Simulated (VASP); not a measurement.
# LiF in VASP: notebook

LiF is run at these levels: PBE; tasks: relaxation of cell and atoms, single point.

All numbers are computed with VASP 6.6.1; they aren't measurements. Logs are shortened: lines on timing, memory, paths and dates and some standing lists are left out, and cuts for length are marked.

### Step 1. The cell of the first run

It takes space group Fm-3m (No. 225, cubic). The conventional cell has a = 4.065 Å, b = 4.065 Å, c = 4.065 Å, α = 90.00°, β = 90.00°, γ = 90.00°. Within 2.7 Å of Li (site symmetry m-3m) lie 6 F at 2.03 Å. F (site symmetry m-3m) has 6 Li at 2.03 Å within 2.7 Å.

The cell was generated, and may not be a known phase.

### Step 2. Relaxation of cell and atoms, PBE

INCAR

```
SYSTEM = LiF
PREC     = Accurate       ! precision mode
ENCUT    = 600            ! plane-wave cutoff, eV
EDIFF    = 1E-7           ! SCF threshold, eV
ISMEAR   = 0              ! smearing method
SIGMA    = 0.1            ! smearing width, eV
LREAL    = .FALSE.        ! projectors in reciprocal space
LASPH    = .TRUE.         ! aspherical terms in the spheres
NELM     = 80             ! most SCF steps
ALGO     = Normal         ! electronic algorithm
ISIF     = 3              ! what is computed and relaxed
LWAVE    = .FALSE.        ! write WAVECAR
LCHARG   = .FALSE.        ! write CHGCAR
GGA      = PE             ! functional
IBRION   = 2              ! ionic algorithm
NSW      = 90             ! ionic steps
EDIFFG   = -0.04          ! ionic threshold
```

KPOINTS

```
regular mesh
0
G
  8 8 8
  0 0 0
```

POSCAR

```
LiF
1.0
    0.0000000000      2.0325944588      2.0325944588
    2.0325944588      0.0000000000      2.0325944588
    2.0325944588      2.0325944588      0.0000000000
Li F
1 1
Direct
    0.5000000000      0.5000000000      0.5000000000
    0.0000000000      0.0000000000      0.0000000000
```

Potentials or basis: VASP PAW PBE potentials, release 64 (Li_sv, F).

On the command line:

```sh
> cat potpaw_PBE.64/Li_sv/POTCAR potpaw_PBE.64/F/POTCAR > POTCAR
> mpirun -np 1 vasp_std > vasp.out
```

OUTCAR:

```text
SYSTEM = LiF
   PREC = Accurate
   ENCUT = 600
   EDIFF = 1E-7
   ISMEAR = 0
   LREAL = .FALSE.
   LASPH = .TRUE.
   NELM = 80
   ISIF = 3
   GGA = PE
   IBRION = 2
   NSW = 90
   EDIFFG = -0.04

 ion  position               nearest neighbor table
   1  0.500  0.500  0.500-   2 2.03   2 2.03   2 2.03   2 2.03   2 2.03   2 2.03
   2  0.000  0.000  0.000-   1 2.03   1 2.03   1 2.03   1 2.03   1 2.03   1 2.03

  LATTYP: Found a face centered cubic cell.
 ALAT       =     4.0651889176

  Lattice vectors:

 A1 = (   0.0000000000,   2.0325944588,   2.0325944588)
 A2 = (   2.0325944588,   0.0000000000,   2.0325944588)
 A3 = (   2.0325944588,   2.0325944588,   0.0000000000)

Analysis of symmetry for initial positions (statically):
=====================================================================
 Subroutine PRICEL returns:
 Original cell was already a primitive cell.

 Routine SETGRP: Setting up the symmetry group for a
 face centered cubic supercell.

 Subroutine GETGRP returns: Found 48 space group operations
 (whereof 48 operations were pure point group operations)
 out of a pool of 48 trial point group operations.

The static configuration has the point symmetry O_h .

Analysis of symmetry for dynamics (positions and initial velocities):
=====================================================================
 Subroutine PRICEL returns:
 Original cell was already a primitive cell.

 Routine SETGRP: Setting up the symmetry group for a
 face centered cubic supercell.

 Subroutine GETGRP returns: Found 48 space group operations
 (whereof 48 operations were pure point group operations)
 out of a pool of 48 trial point group operations.

The dynamic configuration has the point symmetry O_h .

 Subroutine INISYM returns: Found 48 space group operations
 (whereof 48 operations are pure point group operations),
 and found     1 'primitive' translations

----------------------------------------------------------------------------------------

                                     Primitive cell

  volume of cell :      16.7951

  direct lattice vectors                    reciprocal lattice vectors
     0.000000000  2.032594459  2.032594459    -0.245991028  0.245991028  0.245991028
[... 89 lines left out ...]
   NSW    =     90    number of steps for IOM
   IBRION =      2    ionic relax: 0-MD 1-quasi-New 2-CG
   NFREE  =      1    steps in history (QN), initial steepest desc. (CG)
   ISIF   =      3    stress and relaxation
   ISYM   =      2    0-nonsym 1-usesym 2-fastsym
   POTIM  = 0.5000    time-step for ionic-motion
   TEBEG  =    0.0;   TEEND  =   0.0 temperature during run
   PSTRESS=    0.0 pullay stress
   NELECT =      10.0000    total number of electrons
   NUPDOWN=      -1.0000    fix difference up-down
   EMIN   =  10.00;   EMAX   =-10.00  energy-range for DOS
   EFERMI =   0.00;   METHOD = LEGACY
   ISMEAR =     0;   SIGMA  =   0.10  broadening in eV -4-tet -1-fermi 0-gaus
   EFERMI_NEDOS =   21; number of points for ismear=-14 and -15
   IALGO  =     38    algorithm
   IMIX   =      4    mixing-type and parameters
     AMIX     =   0.40;   BMIX     =  1.00
     AMIX_MAG =   1.60;   BMIX_MAG =  1.00
  volume/ion in A,a.u.               =       8.40        56.67
  Fermi-wavevector in a.u.,A,eV,Ry     =   1.377254  2.602633 25.807926  1.896829
  Thomas-Fermi vector in A             =   2.502424
   LORBIT       =      0    0 simple, 1 ext, 2 COOP (PROOUT), +10 PAW based schemes
   GGA     = PE    functional components
   LHFCALC =     F    Hartree Fock is set to
   AEXX    =    0.0000 exact exchange contribution
   IVDW    =     0    specifies the selected vdW correction
   LEPSILON=     F    determine dielectric tensor
   LRPA    =     F    only Hartree local field effects (RPA)
 conjugate gradient relaxation of ions
 non-spin polarized calculation
 Gauss-broadening in eV      SIGMA  =   0.10
  energy-cutoff  :      600.00
  volume of cell :       16.80
 maximum number of plane-waves:       568
   NGX = 11   NGY = 11   NGZ = 11

 number of electron      10.0000000 magnetization

 number of electron       9.9999992 magnetization

 Free energy of the ion-electron system (eV)
  ---------------------------------------------------
  ext. energy  EPLUGINS =         0.00000000
  ---------------------------------------------------
  free energy    TOTEN  =        -9.64318242 eV

  energy without entropy =       -9.64318242  energy(sigma->0) =       -9.64318242

 E-fermi :  -0.6078     XC(G=0):  -9.8497

 val. band max:       -1.1855058603   @ k =   0.0000   0.0000   0.0000
 cond. band min:       7.6617991473   @ k =   0.0000   0.0000   0.0000
 fundamental gap:      8.8473050077
 Fermi energy:        -0.6078041545

 k-point     1 :       0.0000    0.0000    0.0000
  band No.  band energies     occupation
      1     -42.1654      2.00000
      2     -21.0854      2.00000
      3      -1.1855      2.00000
      4      -1.1855      2.00000
      5      -1.1855      2.00000
      6       7.6618      0.00000
      7      22.4193      0.00000
      8      22.4193      0.00000
      9      22.4193      0.00000
[... 265 lines left out ...]
 k-point    24 :      -0.3750    0.2500    0.1250
  band No.  band energies     occupation
      1     -42.1066      2.00000
      2     -20.5629      2.00000
      3      -3.4316      2.00000
      4      -2.3624      2.00000
      5      -1.6477      2.00000
      6      11.1471      0.00000
      7      14.3058      0.00000
      8      17.5198      0.00000
      9      17.6560      0.00000

 [... further k-points ...]

------------------------ aborting loop because EDIFF is reached ----------------------------------------

  FORCE on cell =-STRESS in cart. coord.  units (eV):
  Direction    XX          YY          ZZ          XY          YZ          ZX
  --------------------------------------------------------------------------------------
  -------------------------------------------------------------------------------------
  Total       -0.0662623     -0.0662623     -0.0662623      0.0000000      0.0000000      0.0000000
  in kB       -6.3211365     -6.3211365     -6.3211365      0.0000000      0.0000000      0.0000000
  external PRESSURE =      -6.3211365 kB  Pullay stress =       0.0000000 kB

 VOLUME and BASIS-vectors are now :
 -----------------------------------------------------------------------------
  energy-cutoff  :      600.00
  volume of cell :       16.80
      direct lattice vectors                 reciprocal lattice vectors
     0.000000000  2.032594459  2.032594459    -0.245991028  0.245991028  0.245991028
     2.032594459  0.000000000  2.032594459     0.245991028 -0.245991028  0.245991028
     2.032594459  2.032594459  0.000000000     0.245991028  0.245991028 -0.245991028

 POSITION                                       TOTAL-FORCE (eV/Angst)
 -----------------------------------------------------------------------------------
      2.03259      2.03259      2.03259         0.000000      0.000000      0.000000
      0.00000      0.00000      0.00000         0.000000      0.000000      0.000000
 -----------------------------------------------------------------------------------
    total drift:                                0.000000     -0.000000     -0.000000

  FREE ENERGIE OF THE ION-ELECTRON SYSTEM (eV)
  ---------------------------------------------------
  free  energy   TOTEN  =        -9.6431824161 eV

  energy  without entropy=       -9.6431824161  energy(sigma->0) =       -9.64318242

 reached required accuracy - stopping structural energy minimisation
```

Wall time 2.4 s (1 thread of Intel Xeon 6975P-C (Granite Rapids), shared host); peak memory 0.12 GiB.

Results:

| Quantity | Value |
| --- | --- |
| Free energy | -9.6432 eV |
| Pressure after relaxing | -0.6 GPa |
| Band gap on the k mesh | 8.85 eV |

Final structure:
```cif
data_structure
_symmetry_space_group_name_H-M 'P 1'
_symmetry_Int_Tables_number 1
_cell_length_a 2.8745
_cell_length_b 2.8745
_cell_length_c 2.8745
_cell_angle_alpha 60.000
_cell_angle_beta 60.000
_cell_angle_gamma 60.000
_cell_volume 16.80
loop_
_atom_site_label
_atom_site_type_symbol
_atom_site_fract_x
_atom_site_fract_y
_atom_site_fract_z
_atom_site_occupancy
Li1 Li 0.50000 0.50000 0.50000 1
F1 F 0.00000 0.00000 0.00000 1
```

Caveat: the cutoff is under 1.25 times the usual one of these potentials, so pressure, stress and relaxed cells hold a basis-set (Pulay) error; the relaxation stopped at its first step, so nothing moved.

[end of part 1 of 2]
